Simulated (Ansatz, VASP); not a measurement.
# GaN in VASP and in Ansatz

```
Ga N
1.0
    -0.01125    2.24351    2.24351
     2.24351   -0.01125    2.24351
     2.24351    2.24351   -0.01125
Ga N
1 1
Direct
  0.99962 0.99962 0.99962
  0.25038 0.25038 0.25038
```

Change from the starting cell: equal xy, yz and zx engineering shears of -0.5 %.

Alike in both runs: functional PBEsol; k mesh 8 × 8 × 8; non-collinear spin, spin-orbit coupling.

Ansatz relaxed the structure, and its values are those at the end. VASP's run is a single point on that final structure, the one shown.

|  | VASP | Ansatz |
| --- | --- | --- |
| version | VASP 6.6.1 | Ansatz 0.2.0 |
| potentials or method | VASP PAW PBE potentials, release 64 (Ga_d, N), cutoff 520 eV | all-electron LAPW |
| occupations | gaussian, width 0.01 eV | fixed |

Ansatz gave:

- pressure (GPa): -0.1
- net moment per atom (μB): 0.00

Task: Estimate VASP's values.

Result: Pressure (GPa): -0.3; net moment per atom (μB): 0.00.

VASP's potentials were made for PBE, not for PBEsol. Ansatz ran all-electron here, and VASP with PAW potentials.
